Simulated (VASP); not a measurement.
# Cd2Se3 (Pm-3m) in VASP: further runs

Runs on Cd2Se3. Level: PBE. Tasks: single point.

Everything below comes from runs of VASP 6.6.1. Logs are shortened: lines on timing, memory, paths and dates and some standing lists are left out, and cuts for length are marked.

## 1. The cell of the first run

The structure is cubic, space group Pm-3m (No. 221). The conventional cell has a = 5.117 Å, b = 5.117 Å, c = 5.117 Å, α = 90.00°, β = 90.00°, γ = 90.00°. Cd (site symmetry m-3m) has 12 Se at 3.62 Å and 8 Cd at 4.43 Å within 4.8 Å. Cd (site symmetry m-3m) has 6 Se at 2.56 Å within 3.4 Å. Se (site symmetry 4/mmm) has 2 Cd at 2.56 Å within 3.4 Å.

The cell was generated, and may not be a known phase.

## 2. Single point, PBE

File INCAR:

```
SYSTEM = Cd2Se3
PREC = Accurate
ENCUT = 520
EDIFF = 1E-6
ISMEAR = 0
SIGMA = 0.1
LREAL = .False.
LASPH = .True.
NELM = 80
ALGO = Normal
ISIF = 2
LWAVE = .False.
LCHARG = .False.
GGA = PE
NBANDS = 29
```

File KPOINTS:

```
Automatic mesh
0
Gamma
  4 4 4
  0 0 0
```

File POSCAR:

```
Cd2Se3
1.0
    5.1168232300      0.0000000000      0.0000000000
    0.0000000000      5.1168232300      0.0000000000
    0.0000000000      0.0000000000      5.1168232300
Cd Se
2 3
Direct
    0.0000000000      0.0000000000      0.0000000000
    0.5000000000      0.5000000000      0.5000000000
    0.0000000000      0.5000000000      0.5000000000
    0.5000000000      0.0000000000      0.5000000000
    0.5000000000      0.5000000000      0.0000000000
```

Potentials or basis: VASP PAW PBE potentials, release 64 (Cd, Se).

Launch:

```console
cat potpaw_PBE.64/Cd/POTCAR potpaw_PBE.64/Se/POTCAR > POTCAR
mpirun -np 1 vasp_std > vasp.out
```

OUTCAR:

```text
SYSTEM = Cd2Se3
   PREC = Accurate
   ENCUT = 520
   EDIFF = 1E-6
   ISMEAR = 0
   LREAL = .False.
   LASPH = .True.
   NELM = 80
   ISIF = 2
   GGA = PE

 ion  position               nearest neighbor table
   1  0.000  0.000  0.000-
   2  0.500  0.500  0.500-   3 2.56   4 2.56   5 2.56   5 2.56   4 2.56   3 2.56
   3  0.000  0.500  0.500-   2 2.56   2 2.56
   4  0.500  0.000  0.500-   2 2.56   2 2.56
   5  0.500  0.500  0.000-   2 2.56   2 2.56

  LATTYP: Found a simple cubic cell.
 ALAT       =     5.1168232300

  Lattice vectors:

 A1 = (   5.1168232300,   0.0000000000,   0.0000000000)
 A2 = (   0.0000000000,   5.1168232300,   0.0000000000)
 A3 = (   0.0000000000,   0.0000000000,   5.1168232300)

Analysis of symmetry for initial positions (statically):
=====================================================================
 Subroutine PRICEL returns:
 Original cell was already a primitive cell.

 Routine SETGRP: Setting up the symmetry group for a
 simple cubic supercell.

 Subroutine GETGRP returns: Found 48 space group operations
 (whereof 48 operations were pure point group operations)
 out of a pool of 48 trial point group operations.

The static configuration has the point symmetry O_h .

Analysis of symmetry for dynamics (positions and initial velocities):
=====================================================================
 Subroutine PRICEL returns:
 Original cell was already a primitive cell.

 Routine SETGRP: Setting up the symmetry group for a
 simple cubic supercell.

 Subroutine GETGRP returns: Found 48 space group operations
 (whereof 48 operations were pure point group operations)
 out of a pool of 48 trial point group operations.

The dynamic configuration has the point symmetry O_h .

 Subroutine INISYM returns: Found 48 space group operations
 (whereof 48 operations are pure point group operations),
 and found     1 'primitive' translations

----------------------------------------------------------------------------------------

                                     Primitive cell

  volume of cell :     133.9681

  direct lattice vectors                    reciprocal lattice vectors
     5.116823230  0.000000000  0.000000000     0.195433759  0.000000000  0.000000000
     0.000000000  5.116823230  0.000000000     0.000000000  0.195433759  0.000000000
     0.000000000  0.000000000  5.116823230     0.000000000  0.000000000  0.195433759

  length of vectors
     5.116823230  5.116823230  5.116823230     0.195433759  0.195433759  0.195433759

  position of ions in fractional coordinates (direct lattice)
     0.000000000  0.000000000  0.000000000
     0.500000000  0.500000000  0.500000000
     0.000000000  0.500000000  0.500000000
     0.500000000  0.000000000  0.500000000
     0.500000000  0.500000000  0.000000000

  ion indices of the primitive-cell ions
   primitive index   ion index
                 1           1
                 2           2
                 3           3
                 4           4
                 5           5

----------------------------------------------------------------------------------------

 KPOINTS: Automatic mesh

Automatic generation of k-mesh.
 Grid dimensions read from file:
 generate k-points for:    4    4    4

 Generating k-lattice:

  Cartesian coordinates                     Fractional coordinates (reciprocal lattice)
     0.048858440  0.000000000  0.000000000     0.250000000  0.000000000  0.000000000
     0.000000000  0.048858440  0.000000000     0.000000000  0.250000000  0.000000000
     0.000000000  0.000000000  0.048858440     0.000000000  0.000000000  0.250000000

  Length of vectors
     0.048858440  0.048858440  0.048858440

  Shift w.r.t. Gamma in fractional coordinates (k-lattice)
     0.000000000  0.000000000  0.000000000

 Subroutine IBZKPT returns following result:
 ===========================================

 Found     10 irreducible k-points:

 Following reciprocal coordinates:
            Coordinates               Weight
  0.000000  0.000000  0.000000      1.000000
  0.250000  0.000000  0.000000      6.000000
  0.500000  0.000000  0.000000      3.000000
  0.250000  0.250000  0.000000     12.000000
  0.500000  0.250000  0.000000     12.000000
  0.500000  0.500000  0.000000      3.000000
  0.250000  0.250000  0.250000      8.000000
  0.500000  0.250000  0.250000     12.000000
  0.500000  0.500000  0.250000      6.000000
  0.500000  0.500000  0.500000      1.000000
   k-points           NKPTS =     10   k-points in BZ     NKDIM =     10   number of bands    NBANDS=     29
   number of dos      NEDOS =    301   number of ions     NIONS =      5
   total plane-waves  NPLWV =  64000
   dimension x,y,z NGX =    40 NGY =   40 NGZ =   40
   dimension x,y,z NGXF=    80 NGYF=   80 NGZF=   80
   ions per type =               2   3
   NGX,Y,Z   is equivalent  to a cutoff of  13.00, 13.00, 13.00 a.u.
   NGXF,Y,Z  is equivalent  to a cutoff of  25.99, 25.99, 25.99 a.u.
 SYSTEM =  Cd2Se3
   PREC   = accura    normal or accurate (medium, high low for compatibility)
   ISTART =      0    job   : 0-new  1-cont  2-samecut
   ICHARG =      2    charge: 1-file 2-atom 10-const
   ISPIN  =      1    spin polarized calculation?
   LNONCOLLINEAR =      F non collinear calculations
   LSORBIT =      F    spin-orbit coupling
   LASPH  =      T    aspherical Exc in radial PAW
   ENCUT  =  520.0 eV  38.22 Ry    6.18 a.u.   9.51  9.51  9.51*2*pi/ulx,y,z
   NELM   =     80;   NELMIN=  2; NELMDL= -5     # of ELM steps
   EDIFF  = 0.1E-05   stopping-criterion for ELM
   LREAL  =      F    real-space projection
   EDIFFG = 0.1E-04   stopping-criterion for IOM
   NSW    =      0    number of steps for IOM
   IBRION =     -1    ionic relax: 0-MD 1-quasi-New 2-CG
   NFREE  =      0    steps in history (QN), initial steepest desc. (CG)
   ISIF   =      2    stress and relaxation
   ISYM   =      2    0-nonsym 1-usesym 2-fastsym
   POTIM  = 0.5000    time-step for ionic-motion
   TEBEG  =    0.0;   TEEND  =   0.0 temperature during run
   PSTRESS=    0.0 pullay stress
   NELECT =      42.0000    total number of electrons
   NUPDOWN=      -1.0000    fix difference up-down
   EMIN   =  10.00;   EMAX   =-10.00  energy-range for DOS
   EFERMI =   0.00;   METHOD = LEGACY
   ISMEAR =     0;   SIGMA  =   0.10  broadening in eV -4-tet -1-fermi 0-gaus
   EFERMI_NEDOS =   21; number of points for ismear=-14 and -15
   IALGO  =     38    algorithm
   IMIX   =      4    mixing-type and parameters
     AMIX     =   0.40;   BMIX     =  1.00
     AMIX_MAG =   1.60;   BMIX_MAG =  1.00
  volume/ion in A,a.u.               =      26.79       180.81
  Fermi-wavevector in a.u.,A,eV,Ry     =   1.112135  2.101630 16.828288  1.236844
  Thomas-Fermi vector in A             =   2.248706
   LORBIT       =      0    0 simple, 1 ext, 2 COOP (PROOUT), +10 PAW based schemes
   GGA     = PE    functional components
   LHFCALC =     F    Hartree Fock is set to
   AEXX    =    0.0000 exact exchange contribution
   IVDW    =     0    specifies the selected vdW correction
   LEPSILON=     F    determine dielectric tensor
   LRPA    =     F    only Hartree local field effects (RPA)
 non-spin polarized calculation
 Gauss-broadening in eV      SIGMA  =   0.10
  energy-cutoff  :      520.00
  volume of cell :      133.97
 maximum number of plane-waves:      3695
 NGX is ok and might be reduce to    40
   NGX = 19   NGY = 19   NGZ = 19

 number of electron      41.9999979 magnetization

 Free energy of the ion-electron system (eV)
  ---------------------------------------------------
  ext. energy  EPLUGINS =         0.00000000
  ---------------------------------------------------
  free energy    TOTEN  =        -9.53541093 eV

  energy without entropy =       -9.49361783  energy(sigma->0) =       -9.51451438

 E-fermi :   1.6519     XC(G=0):  -9.3472

 val. band max:        1.5967772563   @ k =   0.5000   0.2500   0.0000
 cond. band min:       1.7072277063   @ k =   0.2500   0.2500   0.0000
 fundamental gap:      0.1104504500
 Fermi energy:         1.6519190165

 k-point     1 :       0.0000    0.0000    0.0000
  band No.  band energies     occupation
      1     -11.6646      2.00000
      2     -10.5544      2.00000
      3     -10.5544      2.00000
      4      -6.7175      2.00000
      5      -6.7175      2.00000
      6      -6.7175      2.00000
[... 21 lines left out ...]
     28       8.0426      0.00000
     29       8.0426      0.00000

 k-point     2 :       0.2500    0.0000    0.0000
  band No.  band energies     occupation
      1     -11.4968      2.00000
      2     -10.5446      2.00000
      3     -10.5444      2.00000
      4      -6.7388      2.00000
      5      -6.7388      2.00000
      6      -6.7130      2.00000
[... 21 lines left out ...]
     28       8.6206      0.00000
     29       8.7827      0.00000

 k-point     3 :       0.5000    0.0000    0.0000
  band No.  band energies     occupation
      1     -11.2970      2.00000
      2     -10.5409      2.00000
      3     -10.5344      2.00000
      4      -7.2178      2.00000
      5      -6.7605      2.00000
      6      -6.7605      2.00000
[... 21 lines left out ...]
     28       9.2221      0.00000
     29       9.2668      0.00000

 k-point     4 :       0.2500    0.2500    0.0000
  band No.  band energies     occupation
      1     -11.3249      2.00000
      2     -10.5341      2.00000
      3     -10.5280      2.00000
      4      -6.7996      2.00000
      5      -6.7699      2.00000
      6      -6.7487      2.00000
[... 149 lines left out ...]
     28       8.1668      0.00000
     29       9.6765      0.00000

 k-point     9 :       0.5000    0.5000    0.2500
  band No.  band energies     occupation
      1     -10.7179      2.00000
      2     -10.4788      2.00000
      3     -10.4788      2.00000
      4      -7.3848      2.00000
      5      -7.1063      2.00000
      6      -6.8316      2.00000
[... 21 lines left out ...]
     28       7.5047      0.00000
     29       8.1818      0.00000

 k-point    10 :       0.5000    0.5000    0.5000
  band No.  band energies     occupation
      1     -10.4661      2.00000
      2     -10.4661      2.00000
      3     -10.4661      2.00000
      4      -7.3842      2.00000
      5      -7.3842      2.00000
      6      -6.8240      2.00000
[... 21 lines left out ...]
     28       8.1144      0.00000
     29       8.1144      0.00000

------------------------ aborting loop because EDIFF is reached ----------------------------------------

  FORCE on cell =-STRESS in cart. coord.  units (eV):
  Direction    XX          YY          ZZ          XY          YZ          ZX
  --------------------------------------------------------------------------------------
  -------------------------------------------------------------------------------------
  Total        3.2686614      3.2686614      3.2686614     -0.0000000     -0.0000000     -0.0000000
  in kB       39.0912252     39.0912252     39.0912252     -0.0000000     -0.0000000     -0.0000000
  external PRESSURE =      39.0912252 kB  Pullay stress =       0.0000000 kB

 VOLUME and BASIS-vectors are now :
 -----------------------------------------------------------------------------
  energy-cutoff  :      520.00
  volume of cell :      133.97
      direct lattice vectors                 reciprocal lattice vectors
     5.116823230  0.000000000  0.000000000     0.195433759  0.000000000  0.000000000
     0.000000000  5.116823230  0.000000000     0.000000000  0.195433759  0.000000000
     0.000000000  0.000000000  5.116823230     0.000000000  0.000000000  0.195433759

 POSITION                                       TOTAL-FORCE (eV/Angst)
 -----------------------------------------------------------------------------------
      0.00000      0.00000      0.00000         0.000000      0.000000      0.000000
      2.55841      2.55841      2.55841         0.000000      0.000000      0.000000
      0.00000      2.55841      2.55841         0.000000      0.000000      0.000000
      2.55841      0.00000      2.55841         0.000000      0.000000      0.000000
      2.55841      2.55841      0.00000         0.000000      0.000000      0.000000
 -----------------------------------------------------------------------------------
    total drift:                               -0.000000      0.000000     -0.000000

  FREE ENERGIE OF THE ION-ELECTRON SYSTEM (eV)
  ---------------------------------------------------
  free  energy   TOTEN  =        -9.5354109295 eV

  energy  without entropy=       -9.4936178333  energy(sigma->0) =       -9.51451438
```

It took 41 s on 1 thread of Intel Xeon Platinum 8259CL at 2.50GHz (Skylake/Cascade Lake), shared host; peak memory 0.25 GiB.

What came out:

- Free energy: -9.5354 eV
- Pressure: 3.9 GPa
- Band gap on the k mesh: zero (bands 21 and 22 overlap by 1.01 eV)

Levels at points of the mesh, in eV from the Fermi level:
```
           k point  band 17  band 18  band 19  band 20  band 21  band 22  band 23  band 24  band 25  band 26
(0.00, 0.00, 0.00)    -1.58    -0.69    -0.69    -0.69    -0.38    -0.38    -0.38     1.22     6.00     6.00
(0.50, 0.00, 0.00)    -2.75    -1.31    -1.31    -1.06    -0.35    -0.35     0.99     3.00     5.09     5.09
(0.50, 0.50, 0.00)    -1.81    -1.81    -1.04    -1.04     0.59     0.66     1.00     3.71     4.99     4.99
(0.50, 0.50, 0.50)    -2.91    -1.49     0.59     0.59     0.59     1.03     1.03     5.25     5.25     5.25
```

Caveat: the cell stands under pressure.

(Continued in part 2 of 2.)

The gap in the log of VASP goes by the Fermi energy; the results here count the filled bands.